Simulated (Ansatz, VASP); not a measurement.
**Two plane-wave programs on WO**

Contents of INCAR:

```
SYSTEM = WO
PREC = Accurate
ENCUT = 520
EDIFF = 1E-7
ISMEAR = 0
SIGMA = 0.1
LREAL = .FALSE.
LASPH = .TRUE.
NELM = 150
ALGO = Normal
ISIF = 2
LWAVE = .FALSE.
LCHARG = .FALSE.
ISPIN = 2
MAGMOM = 2.5 0
LORBIT = 11
LMAXMIX = 4
GGA = PS
NBANDS = 21
```

The input KPOINTS:

```
regular mesh
0
G
  16 16 16
  0 0 0
```

Contents of POSCAR:

```
WO
1.0
    0.0000000000      2.3234686823      2.3234686823
    2.3234686823      0.0000000000      2.3234686823
    2.3234686823      2.3234686823      0.0000000000
W O
1 1
Direct
    0.0000000000      0.0000000000      0.0000000000
    0.2500000000      0.2500000000      0.2500000000
```

Input for Ansatz:

```yaml
crystal:
  lattice:
    - [0.0, 2.3234686823, 2.3234686823]
    - [2.3234686823, 0.0, 2.3234686823]
    - [2.3234686823, 2.3234686823, 0.0]
  atoms:
    - { symbol: W, position: [0.0, 0.0, 0.0], spin: 2.5 }
    - { symbol: O, position: [0.25, 0.25, 0.25] }
basis:
  ecutwfc: 420
kpoints:
  mp_grid: { grid: [16, 16, 16] }
hamiltonian:
  xc: pbesol
scf:
  occupations: { method: gaussian, width: 0.1 }
  lower_state_search: "off"
output:
  forces: true
  stress: true
  eigenvalues: true
  populations: true
magnetization:
  spin_polarized: true
```

Alike in both runs: task single point; functional PBEsol; k mesh 16 × 16 × 16; occupations gaussian, width 0.1 eV; collinear spin.

```csv
,VASP,Ansatz
version,VASP 6.6.1,Ansatz 0.2.0
potentials or method,"VASP PAW PBE potentials, release 64 (W_sv, O), cutoff 520 eV","scalar-relativistic, plane waves, PAW"
valence electrons in the cell,20,20
```

VASP gave:

| Item | Value |
| --- | --- |
| gap on the k mesh at the Fermi level (eV) | none |
| pressure (GPa) | 2.0 |
| net moment per atom (μB) | 0.00 |

What did Ansatz give for the same quantities?

gap on the k mesh at the Fermi level (eV): none; pressure (GPa): 0.0; net moment per atom (μB): 0.00.

VASP's potentials were made for PBE, not for PBEsol. A gap of «none» marks a metal or a gap that the smearing closes. Ansatz's warnings: seeded moment not kept.

Spin-orbit coupling is off throughout.
